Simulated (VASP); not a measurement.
Runs of VASP 6.6.1 on KCl. The structure is that of space group I4/mmm (No. 139), or close to it. The cells are those of the table. 

```csv
level,cell,smearing,gap on the mesh (eV),pressure (GPa)
PBE,"a = 4.447, b = 4.579, c = 4.579 Å, angles 58.1, 60.9, 60.9°, 2 atoms",fermi-dirac 0.02 eV,4.99,(b)
r2SCAN,"a = 4.538, b = 4.538, c = 4.681 Å, angles 59.0, 59.0, 62.1°, 2 atoms",gaussian 0.01 eV,5.50,(a)
PBE,"a = 4.538, b = 4.538, c = 4.681 Å, angles 59.0, 59.0, 62.1°, 2 atoms",fermi-dirac 0.02 eV,(c),-0.5
r2SCAN,"a = 4.447, b = 4.579, c = 4.579 Å, angles 58.1, 60.9, 60.9°, 2 atoms",gaussian 0.01 eV,5.62,-0.8
```

Alike in all rows: task single point; potentials or basis VASP PAW PBE potentials, release 64 (K_sv, Cl); no spin polarisation; k mesh 8 × 8 × 8; cutoff (eV) 520.

Problem. Estimate the missing entries.

Solution. (a) -1.2; (b) 0.0; (c) 4.87.

Caveats: the PAW data sets were made with another functional, which shifts forces and pressure a little (some runs).

A k mesh can miss the band edges.
